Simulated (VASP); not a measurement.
**LiCl: single point with PBE**

Crystal: LiCl.

```xyz
2
Lattice="0.0000 2.5560 2.5560 2.5560 0.0000 2.5560 2.5560 2.5560 0.0000" Properties=species:S:1:pos:R:3 pbc="T T T"
Li    0.0000    0.0000    0.0000
Cl    2.5560    2.5560    2.5560
```

```
Program             : VASP 6.6.1
Task                : single point
Functional          : PBE
Potentials or basis : VASP PAW PBE potentials, release 64 (Li_sv, Cl)
Cutoff              : 750 eV
k mesh              : 6 × 6 × 6
Occupations         : gaussian, width 0.2 eV
Spin                : no spin polarisation
```

The pressure is 0.7 GPa. The band gap on the k mesh is 6.39 eV.

Levels at points of the mesh, in eV from the valence-band top:
| k point | band 1 | band 2 | band 3 | band 4 | band 5 | band 6 | band 7 | band 8 | band 9 | band 10 |
| --- | --- | --- | --- | --- | --- | --- | --- | --- | --- | --- |
| (0.00, 0.00, 0.00) | -43.50 | -13.43 | 0.00 | 0.00 | 0.00 | 6.39 | 11.95 | 11.95 | 11.95 | 14.59 |
| (0.50, 0.00, 0.00) | -43.49 | -12.85 | -2.85 | -0.26 | -0.26 | 6.77 | 9.51 | 9.51 | 13.08 | 16.97 |
| (0.50, 0.50, 0.00) | -43.49 | -12.60 | -2.94 | -1.12 | -1.12 | 7.90 | 8.28 | 12.53 | 14.20 | 14.20 |

Wall time 18 s on 1 thread of AMD EPYC 7R13, with other jobs on the host, peak memory 0.17 GiB.

A k mesh can miss the band edges.
